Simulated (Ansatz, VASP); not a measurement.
## LiNbO3: VASP beside Ansatz

Contents of INCAR:

```
SYSTEM = LiNbO3
PREC = Accurate
ENCUT = 520
EDIFF = 1E-6
ISMEAR = 0
SIGMA = 0.05
LREAL = .FALSE.
LASPH = .TRUE.
NELM = 80
ALGO = Normal
ISIF = 2
LWAVE = .FALSE.
LCHARG = .FALSE.
GGA = PE
NBANDS = 45
```

The input KPOINTS:

```
regular mesh
0
G
  6 6 6
  0 0 0
```

File POSCAR:

```
LiNbO3
1.0
    2.7391116143      1.5814268279      4.1800669308
   -2.7391116143      1.5814268279      4.1800669308
    0.0000000000     -3.1628536556      4.1800669309
Li Nb O
2 2 6
Direct
    0.2500000000      0.2500000000      0.2500000000
    0.7500000000      0.7500000000      0.7500000000
    0.0000000000      0.0000000000      0.0000000000
    0.5000000000      0.5000000000      0.5000000000
    0.1590542063      0.3409457937      0.7500000000
    0.7500000000      0.1590542063      0.3409457937
    0.3409457937      0.7500000000      0.1590542063
    0.8409457937      0.6590542063      0.2500000000
    0.2500000000      0.8409457937      0.6590542063
    0.6590542063      0.2500000000      0.8409457937
```

Input for Ansatz:

```yaml
crystal:
  lattice:
    - [2.7391116143, 1.5814268279, 4.1800669308]
    - [-2.7391116143, 1.5814268279, 4.1800669308]
    - [0.0, -3.1628536556, 4.1800669309]
  atoms:
    - { symbol: Li, position: [0.25, 0.25, 0.25] }
    - { symbol: Li, position: [0.75, 0.75, 0.75] }
    - { symbol: Nb, position: [0.0, 0.0, 0.0] }
    - { symbol: Nb, position: [0.5, 0.5, 0.5] }
    - { symbol: O, position: [0.1590542063, 0.3409457937, 0.75] }
    - { symbol: O, position: [0.75, 0.1590542063, 0.3409457937] }
    - { symbol: O, position: [0.3409457937, 0.75, 0.1590542063] }
    - { symbol: O, position: [0.8409457937, 0.6590542063, 0.25] }
    - { symbol: O, position: [0.25, 0.8409457937, 0.6590542063] }
    - { symbol: O, position: [0.6590542063, 0.25, 0.8409457937] }
basis:
  ecutwfc: 520.0
kpoints:
  mp_grid: { grid: [6, 6, 6] }
hamiltonian:
  xc: pbe
  pseudopotentials: { kind: paw, azcp: { folder: soft_1 } }
scf:
  occupations: { method: gaussian, width: 0.05 }
output:
  forces: true
  stress: true
  eigenvalues: true
```

Alike in both runs: task single point; functional PBE; k mesh 6 × 6 × 6; occupations gaussian, width 0.05 eV; no spin polarisation.

|  | VASP | Ansatz |
| --- | --- | --- |
| version | VASP 6.6.1 | Ansatz 0.2.0 |
| potentials or method | VASP PAW PBE potentials, release 64 (Li_sv, Nb_sv, O), cutoff 520 eV | scalar-relativistic, plane waves, PAW |
| valence electrons in the cell | 68 | 68 |

|  | VASP | Ansatz | Ansatz less VASP |
| --- | --- | --- | --- |
| gap on the k mesh at the Fermi level (eV) | 2.21 | 2.23 | +0.022 |
| least direct gap on the mesh (eV) | 2.27 | 2.28 | +0.013 |
| rms of the force components (eV/Å) | 0.243 | 0.250 | +0.0069 |

Atom by atom the forces differ by 0.007 eV/Å (rms over components). The functional is the same, so the differences come from potentials, cutoffs and numerics.

Noted on VASP's run: the cutoff is short for stress, so the pressure is rough.
